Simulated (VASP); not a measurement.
Write the native input for VASP 6.6.1 that does the following.

```yaml
Task: electric field gradients
Functional: LDA
Potentials_or_basis: VASP PAW LDA potentials, release 64 (Au)
Cutoff: 520 eV
k_mesh: 14 × 14 × 8
Occupations: fermi-dirac, width 0.03 eV
Spin: no spin polarisation
Dipole_correction: no
Further_INCAR_settings: ALGO = Normal; EDIFF = 1e-08; NBANDS = 18
```

The structure of Au lies in POSCAR:

```
Au
1.0
    2.9568755643      0.0000000000      0.0000000000
   -1.4784377821      2.5607293545      0.0000000000
    0.0000000000      0.0000000000      4.9757105734
Au
2
Direct
    0.3333333333      0.6666666667      0.7500000000
    0.6666666667      0.3333333333      0.2500000000
```

This isn't the form of Au at room conditions, which is fcc.

These files were run (other wordings do the same):

INCAR

```
SYSTEM = Au
PREC = Accurate ; ENCUT = 520
EDIFF = 1E-8 ; ISMEAR = -1
SIGMA = 0.03 ; LREAL = .FALSE.
LASPH = .TRUE. ; NELM = 60
ALGO = Normal ; ISIF = 2
LWAVE = .FALSE. ; LCHARG = .FALSE.
GGA = CA ; LEFG = .TRUE.
NBANDS = 18
```

KPOINTS

```
Automatic mesh
0
G
  14 14 8
  0 0 0
```

Potentials or basis: VASP PAW LDA potentials, release 64 (Au).

The run is started by

```sh
$ cat potpaw_LDA.64/Au/POTCAR > POTCAR
$ mpirun -np 1 vasp_std > vasp.out
```

Results of the run:

```json
{
  "Pressure": "-16.4 GPa",
  "Band gap on the k mesh": "zero (bands 11 and 12 overlap by 5.98 eV)",
  "Largest electric field gradient by atom": "Au +18.1 V/Å²"
}
```

Caveat: the cell stands under tension; without QUAD_EFG the Cq values of the log hold for a quadrupole moment of 1 mb, not for the nuclei; spin-orbit coupling is left out, which moves the levels of the heavy elements.

Run time: 50 s on 1 thread of Intel Xeon 8259CL, on a shared host, peak memory 0.19 GiB.
